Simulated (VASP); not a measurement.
# Sr4GeN4 (P-1) in VASP: single point with PBE

Aim: the single point of Sr4GeN4 with PBE.

Program: VASP 6.6.1. These are calculated values, not measurements. Logs are shortened: lines on timing, memory, paths and dates and some standing lists are left out, and cuts for length are marked.

### Step 1. The cell of the first run

The typed cell holds 18 atoms: a = 6.767 Å, b = 6.887 Å, c = 8.576 Å, α = 82.30°, β = 74.16°, γ = 60.71°.

### Step 2. Single point, PBE

INCAR

```
  PREC = Accurate
  ENCUT = 520
  EDIFF = 1E-6
  ISMEAR = -1
  SIGMA = 0.02
  LREAL = Auto
  LASPH = True
  NELM = 60
  ALGO = Normal
  ISIF = 2
  LWAVE = False
  LCHARG = False
  GGA = PE
  NBANDS = 89
  KPAR = 4
```

KPOINTS

```
regular mesh
0
Gamma
  5 5 4
```

POSCAR

```
Sr4GeN4
1.0
    6.7666372994      0.0000000000      0.0000000000
    3.3694397613      6.0062081381      0.0000000000
    2.3415755282      0.0036584984      8.2505935803
Sr Ge N
8 2 8
Direct
    0.3829474099      0.2052224116      0.8670245375
    0.6170525901      0.7947775884      0.1329754625
    0.7631358385      0.2737505117      0.0561446023
    0.2368641615      0.7262494883      0.9438553977
    0.4639404414      0.2733064540      0.4435408962
    0.5360595586      0.7266935460      0.5564591038
    0.0877153668      0.7934314355      0.3673274687
    0.9122846332      0.2065685645      0.6326725313
    0.1243310447      0.2519375783      0.2500177935
    0.8756689553      0.7480624217      0.7499822065
    0.2768797322      0.0395584648      0.4085796831
    0.7231202678      0.9604415352      0.5914203169
    0.1825330679      0.0398069338      0.0919186508
    0.8174669321      0.9601930662      0.9080813492
    0.2889344239      0.4198520976      0.1599724849
    0.7110655761      0.5801479024      0.8400275151
    0.2073451941      0.5773431038      0.6602781969
    0.7926548059      0.4226568962      0.3397218031
```

Potentials or basis: VASP PAW PBE potentials, release 64 (Sr_sv, Ge_d, N).

Launch:

```bash
$ cat potpaw_PBE.64/Sr_sv/POTCAR potpaw_PBE.64/Ge_d/POTCAR potpaw_PBE.64/N/POTCAR > POTCAR
$ mpirun -np 4 vasp_std > vasp.out
```

OUTCAR:

```text
PREC = Accurate
   ENCUT = 520
   EDIFF = 1E-6
   ISMEAR = -1
   LREAL = Auto
   LASPH = True
   NELM = 60
   ISIF = 2
   GGA = PE

 ion  position               nearest neighbor table
   1  0.383  0.205  0.867-  13 2.52  14 2.68  12 2.83  17 2.84  15 2.85   9 3.25  10 3.28   4 3.33
                             2 3.40   5 3.52   8 3.60   3 3.63   4 3.81   3 3.87  10 3.88   6 4.07
   2  0.617  0.795  0.133-  14 2.52  13 2.68  11 2.83  18 2.84  16 2.85  10 3.25   9 3.28   3 3.33
                             1 3.40   6 3.52   7 3.60   4 3.63   3 3.81   4 3.87   9 3.88   5 4.07
   3  0.763  0.274  0.056-  14 2.47  16 2.57  13 2.57  15 2.76  18 2.85   9 3.25   2 3.33   5 3.39
                             8 3.52   4 3.59   1 3.63   4 3.68   2 3.81   1 3.87   7 4.08   7 4.55
   4  0.237  0.726  0.944-  13 2.47  15 2.57  14 2.57  16 2.76  17 2.85  10 3.25   1 3.33   6 3.39
                             7 3.52   3 3.59   2 3.63   3 3.68   1 3.81   2 3.87   8 4.08   8 4.55
   5  0.464  0.273  0.444-  12 2.47  17 2.56  11 2.57  18 2.78  15 2.84   9 3.25   7 3.33   3 3.39
                             1 3.52   6 3.58   8 3.63   6 3.67   7 3.82   8 3.87   2 4.07   2 4.54
   6  0.536  0.727  0.556-  11 2.47  18 2.56  12 2.57  17 2.78  16 2.84  10 3.25   8 3.33   4 3.39
                             2 3.52   5 3.58   7 3.63   5 3.67   8 3.82   7 3.87   1 4.07   1 4.54
   7  0.088  0.793  0.367-  12 2.52  11 2.68  13 2.83  15 2.85  17 2.85  10 3.24   9 3.29   5 3.33
                             8 3.41   4 3.52   2 3.60   6 3.63   5 3.82   9 3.87   6 3.87   3 4.08
   8  0.912  0.207  0.633-  11 2.52  12 2.68  14 2.83  16 2.85  18 2.85   9 3.24  10 3.29   6 3.33
                             7 3.41   3 3.52   1 3.60   5 3.63   6 3.82  10 3.87   5 3.87   4 4.08
   9  0.124  0.252  0.250-  15 1.93  18 1.93  13 1.95  11 1.95   8 3.24   5 3.25   1 3.25   3 3.25
                             2 3.28   7 3.29   7 3.87   2 3.88
  10  0.876  0.748  0.750-  16 1.93  17 1.93  14 1.95  12 1.95   7 3.24   6 3.25   2 3.25   4 3.25
                             1 3.28   8 3.29   8 3.87   1 3.88
  11  0.277  0.040  0.409-   9 1.95   6 2.47   8 2.52   5 2.57   7 2.68   2 2.83
  12  0.723  0.960  0.591-  10 1.95   5 2.47   7 2.52   6 2.57   8 2.68   1 2.83
  13  0.183  0.040  0.092-   9 1.95   4 2.47   1 2.52   3 2.57   2 2.68   7 2.83
  14  0.817  0.960  0.908-  10 1.95   3 2.47   2 2.52   4 2.57   1 2.68   8 2.83
  15  0.289  0.420  0.160-   9 1.93   4 2.57   3 2.76   5 2.84   1 2.85   7 2.85
  16  0.711  0.580  0.840-  10 1.93   3 2.57   4 2.76   6 2.84   2 2.85   8 2.85
  17  0.207  0.577  0.660-  10 1.93   5 2.56   6 2.78   1 2.84   7 2.85   4 2.85
  18  0.793  0.423  0.340-   9 1.93   6 2.56   5 2.78   2 2.84   8 2.85   3 2.85

  Warning from LATTYP: Got some problem with cell dimensions!
  Tried to take original basis but could not verify dimensions!
  LATTYP: Found a triclinic cell.
 ALAT       =     6.7666372994
 B/A-ratio  =     1.8161903796
 C/A-ratio  =     1.8974965565
 COS(alpha) =     0.0186550849
 COS(beta)  =     0.6070639620
 COS(gamma) =     0.7411376921

  Lattice vectors:

 A1 = (  -6.7666372994,   0.0000000000,   0.0000000000)
 A2 = (  -9.1082128276,  -0.0036584984,  -8.2505935803)
 A3 = (  -7.7945015325,  -6.0025496397,   8.2505935803)

Analysis of symmetry for initial positions (statically):
[... 176 lines left out ...]
     AMIX     =   0.40;   BMIX     =  1.00
     AMIX_MAG =   1.60;   BMIX_MAG =  1.00
  volume/ion in A,a.u.               =      18.63       125.71
  Fermi-wavevector in a.u.,A,eV,Ry     =   1.246453  2.355455 21.138625  1.553645
  Thomas-Fermi vector in A             =   2.380630
   LORBIT       =      0    0 simple, 1 ext, 2 COOP (PROOUT), +10 PAW based schemes
   GGA     = PE    functional components
   LHFCALC =     F    Hartree Fock is set to
   AEXX    =    0.0000 exact exchange contribution
   IVDW    =     0    specifies the selected vdW correction
   LEPSILON=     F    determine dielectric tensor
   LRPA    =     F    only Hartree local field effects (RPA)
 non-spin polarized calculation
  energy-cutoff  :      520.00
  volume of cell :      335.32
 maximum number of plane-waves:      9062
 NGX is ok and might be reduce to    50
   NGX = 25   NGY = 25   NGZ = 31

 number of electron     148.0000004 magnetization

 Free energy of the ion-electron system (eV)
  ---------------------------------------------------
  ext. energy  EPLUGINS =         0.00000000
  ---------------------------------------------------
  free energy    TOTEN  =       -99.50230000 eV

  energy without entropy =      -99.50230000  energy(sigma->0) =      -99.50230000

 E-fermi :   3.6107     XC(G=0):  -9.8192

 val. band max:        3.1088390670   @ k =   0.4000   0.2000   0.5000
 cond. band min:       4.0865261352   @ k =   0.0000   0.0000   0.0000
 fundamental gap:      0.9776870682
 Fermi energy:         3.6107066756

 k-point     1 :       0.0000    0.0000    0.0000
  band No.  band energies     occupation
      1     -31.1512      2.00000
      2     -31.1181      2.00000
      3     -31.1021      2.00000
      4     -31.0781      2.00000
      5     -30.6114      2.00000
      6     -30.5750      2.00000
[... 2125 lines left out ...]
     85       7.2976      0.00000
     86       7.4659      0.00000

 [... further k-points ...]

 [bands above 86 left out]

------------------------ aborting loop because EDIFF is reached ----------------------------------------

  FORCE on cell =-STRESS in cart. coord.  units (eV):
  Direction    XX          YY          ZZ          XY          YZ          ZX
  --------------------------------------------------------------------------------------
  -------------------------------------------------------------------------------------
  Total        0.2936964      0.3023896      0.1734648     -0.0095481      0.0046697     -0.0321368
  in kB        1.4033007      1.4448373      0.8288263     -0.0456215      0.0223121     -0.1535518
  external PRESSURE =       1.2256548 kB  Pullay stress =       0.0000000 kB

 VOLUME and BASIS-vectors are now :
 -----------------------------------------------------------------------------
  energy-cutoff  :      520.00
  volume of cell :      335.32
      direct lattice vectors                 reciprocal lattice vectors
     6.766637299  0.000000000  0.000000000     0.147783893 -0.082905706 -0.041905329
     3.369439761  6.006208138  0.000000000     0.000000000  0.166494397 -0.000073827
     2.341575528  0.003658498  8.250593580     0.000000000  0.000000000  0.121203401

 POSITION                                       TOTAL-FORCE (eV/Angst)
 -----------------------------------------------------------------------------------
      5.31295      1.23578      7.15347        -0.005791      0.020276     -0.018737
      7.16470      4.77409      1.09713         0.005791     -0.020276      0.018737
      6.21772      1.64441      0.46323        -0.008312      0.021209      0.011427
      6.25994      4.36546      7.78737         0.008312     -0.021209     -0.011427
      5.09879      1.64316      3.65948         0.008839      0.022631     -0.013085
      7.37886      4.36671      4.59112        -0.008839     -0.022631      0.013085
[... 10 lines left out ...]
      4.89444      3.47006      5.44769        -0.009203      0.013174      0.008343
      7.58321      2.53981      2.80291         0.009203     -0.013174     -0.008343
 -----------------------------------------------------------------------------------
    total drift:                                0.000000      0.000000      0.000000

  FREE ENERGIE OF THE ION-ELECTRON SYSTEM (eV)
  ---------------------------------------------------
  free  energy   TOTEN  =       -99.5022999979 eV

  energy  without entropy=      -99.5022999979  energy(sigma->0) =      -99.50230000
```

OSZICAR:

```text
N       E                     dE             d eps       ncg     rms          rms(c)
DAV:   1     0.164881160053E+04    0.16488E+04   -0.68591E+04 12663   0.236E+03
DAV:   2     0.217965745865E+03   -0.14308E+04   -0.13499E+04 10311   0.785E+02
DAV:   3    -0.957531054884E+02   -0.31372E+03   -0.30435E+03 11441   0.209E+02
DAV:   4    -0.120546119567E+03   -0.24793E+02   -0.24636E+02 11428   0.712E+01
DAV:   5    -0.122508681566E+03   -0.19626E+01   -0.19593E+01 16772   0.145E+01    0.479E+01
DAV:   6    -0.995844098235E+02    0.22924E+02   -0.14574E+02 13090   0.387E+01    0.550E+01
DAV:   7    -0.100131202257E+03   -0.54679E+00   -0.15302E+01 12204   0.115E+01    0.359E+01
DAV:   8    -0.998006627791E+02    0.33054E+00   -0.62075E+00 12044   0.805E+00    0.778E+00
DAV:   9    -0.994814383066E+02    0.31922E+00   -0.14060E+00 12956   0.381E+00    0.302E+00
DAV:  10    -0.994967703894E+02   -0.15332E-01   -0.16528E-01 11692   0.129E+00    0.180E+00
DAV:  11    -0.995021264054E+02   -0.53560E-02   -0.42722E-02 15828   0.654E-01    0.104E+00
DAV:  12    -0.995024320593E+02   -0.30565E-03   -0.11503E-02 12716   0.386E-01    0.375E-01
DAV:  13    -0.995021322663E+02    0.29979E-03   -0.99196E-03 12844   0.259E-01    0.916E-02
DAV:  14    -0.995022646432E+02   -0.13238E-03   -0.73974E-04 12068   0.105E-01    0.439E-02
DAV:  15    -0.995022966257E+02   -0.31982E-04   -0.66138E-05 12276   0.270E-02    0.260E-02
DAV:  16    -0.995022984996E+02   -0.18739E-05   -0.13269E-05 10644   0.115E-02    0.187E-02
DAV:  17    -0.995022999618E+02   -0.14623E-05   -0.31414E-06  7908   0.662E-03    0.539E-03
DAV:  18    -0.995022999979E+02   -0.36009E-07   -0.46320E-07  6620   0.329E-03
   1 F= -.99502300E+02 E0= -.99502300E+02  d E =-.129598E-11
```

stdout:

```text
POSCAR found type information on POSCAR SrGeN
 POSCAR found :  3 types and      18 ions
 scaLAPACK will be used
 LDA part: xc-table for (Slater+PW92), standard interpolation
 POSCAR, INCAR and KPOINTS ok, starting setup
 FFT: planning ... GRIDC
 FFT: planning ... GRID_SOFT
 FFT: planning ... GRID
 WAVECAR not read
 entering main loop
```

Wall time 19 min (4 MPI ranks of Intel Xeon Platinum 8375C at 2.90GHz (Ice Lake), shared host); peak memory 1 GiB.

What came out:

* Free energy: -99.5023 eV
* Pressure: 0.1 GPa
* Largest force: 0.032 eV/Å
* Band gap on the k mesh: 0.98 eV (least direct gap 1.04 eV)

Forces on the atoms (eV/Å):
```
Sr  -0.006  0.020 -0.019
Sr   0.006 -0.020  0.019
Sr  -0.008  0.021  0.011
Sr   0.008 -0.021 -0.011
Sr   0.009  0.023 -0.013
Sr  -0.009 -0.023  0.013
Sr  -0.005 -0.023 -0.021
Sr   0.005  0.023  0.021
Ge  -0.003  0.018  0.000
Ge   0.003 -0.018  0.000
N   -0.006  0.007 -0.026
N    0.006 -0.007  0.026
N    0.008  0.008  0.022
N   -0.008 -0.008 -0.022
N   -0.010 -0.006  0.009
N    0.010  0.006 -0.009
N   -0.009  0.013  0.008
N    0.009 -0.013 -0.008
```

Levels at points of the mesh, in eV from the valence-band top:
```csv
k point,band 70,band 71,band 72,band 73,band 74,band 75,band 76,band 77,band 78,band 79
"(0.00, 0.00, 0.00)",-0.49,-0.46,-0.44,-0.31,-0.07,0.98,2.01,2.75,2.90,3.13
"(0.00, 0.00, 0.50)",-0.53,-0.45,-0.45,-0.28,-0.28,2.07,2.08,2.64,2.65,2.87
```
